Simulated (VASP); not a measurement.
Wanted: the native input for a VASP 6.6.1 run.

- Task: single point
- Functional: LDA
- Potentials or basis: VASP PAW LDA potentials, release 64 (Ta_pv, F)
- Cutoff: 520 eV
- k mesh: 6 × 6 × 1
- Occupations: gaussian, width 0.1 eV
- Spin: collinear spin
- Starting moments: [0.0, 0.0, 0.0, 0.0, 0.0, 0.0, 1.0] μB
- Dipole correction: yes
- Further INCAR settings: ALGO = Fast; EDIFF = 1e-06; NBANDS = 50

The structure of Ta6F lies in POSCAR:

```
Ta6F
1.0
    4.6002247516      0.0000000000      0.0000000000
   -2.3001123758      3.9839114980      0.0000000000
    0.0000000000      0.0000000000     21.4017722141
Ta F
6 1
Direct
    0.6666666667      0.3333333333      0.1869004099
    0.3333333333      0.6666666667      0.2307760729
    0.0000000000      0.0000000000      0.2746517360
    0.6666666667      0.3333333333      0.3157775353
    0.3333333333      0.6666666667      0.3543568624
    0.0000000000      0.0000000000      0.3925736677
    0.1111111111     -0.1111111111      0.5248057078
```

These files were run (other wordings do the same):

INCAR

```
ALGO = Fast
DIPOL = 0.5 0.5 0.326
EDIFF = 1E-6
ENCUT = 520
GGA = CA
IDIPOL = 3
ISIF = 2
ISMEAR = 0
ISPIN = 2
LASPH = True
LCHARG = True
LDIPOL = True
LELF = True
LMAXMIX = 4
LORBIT = 11
LREAL = False
LVACPOTAV = True
LVHAR = True
LWAVE = False
MAGMOM = 0 0 0 0 0 0 1
NBANDS = 50
NELM = 150
PREC = Accurate
SIGMA = 0.1
```

KPOINTS

```
k-points
0
Gamma
  6 6 1
```

Potentials or basis: VASP PAW LDA potentials, release 64 (Ta_pv, F).

The run is started by

```console
$ cat potpaw_LDA.64/Ta_pv/POTCAR potpaw_LDA.64/F/POTCAR > POTCAR
$ mpirun -np 1 vasp_std > vasp.out
```

It gave:

```yaml
Largest_force: 3.315 eV/Å
Net_moment: 0.24 μB per cell
Site_moments: Ta +0.01, +0.00, -0.00, -0.01 (each value once); F +0.22 μB
Valence_electrons_inside_the_program's_atomic_spheres: Ta 8.83, 9.07, 9.02, 9.11, 8.88 (each value once); F 5.87
```

Wall time 83 min on 1 thread of Oxide Virtual Turin-like Processor, with other jobs on the host, peak memory 0.61 GiB.
